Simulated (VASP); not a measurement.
A run of VASP 6.6.1:

The input INCAR:

```
SYSTEM = CoO
PREC = Accurate
ENCUT = 700
EDIFF = 1E-6
ISMEAR = 0
SIGMA = 0.05
LREAL = .False.
LASPH = .True.
NELM = 200
ALGO = Normal
ISIF = 2
LWAVE = .False.
LCHARG = .True.
ISPIN = 2
MAGMOM = 2.89 0.23
LORBIT = 11
LMAXMIX = 4
LDAU = .True.
LDAUTYPE = 2
LDAUL = 2 -1
LDAUU = 3.3 0
LDAUJ = 0 0
LDAUPRINT = 1
GGA = RP
IVDW = 13
LELF = .True.
LVHAR = .True.
NBANDS = 22
GGA_COMPAT = .False.
```

KPOINTS

```
regular mesh
0
Gamma
  10 10 10
  0 0 0
```

POSCAR

```
CoO
1.0
    0.0000000000      2.1662403143      2.1662403143
    2.1662403143      0.0000000000      2.1662403143
    2.1662403143      2.1662403143      0.0000000000
Co O
1 1
Direct
    0.0000000000      0.0000000000      0.0000000000
    0.5000000000      0.5000000000      0.5000000000
```

Potentials or basis: VASP PAW PBE potentials, release 64 (Co_sv, O).

Run with:

```bash
$ cat potpaw_PBE.64/Co_sv/POTCAR potpaw_PBE.64/O/POTCAR > POTCAR
$ mpirun -np 1 vasp_std > vasp.out
```

Hardware: 1 thread of Intel(R) Xeon(R) Platinum 8488C (Sapphire Rapids), on a shared host.

Q: How long does it take, and how much memory?

A: Run time: 110 s on 1 thread of Intel(R) Xeon(R) Platinum 8488C (Sapphire Rapids) (shared host), peak memory 0.2 GiB. Counts: scf iterations 15, k points 47.
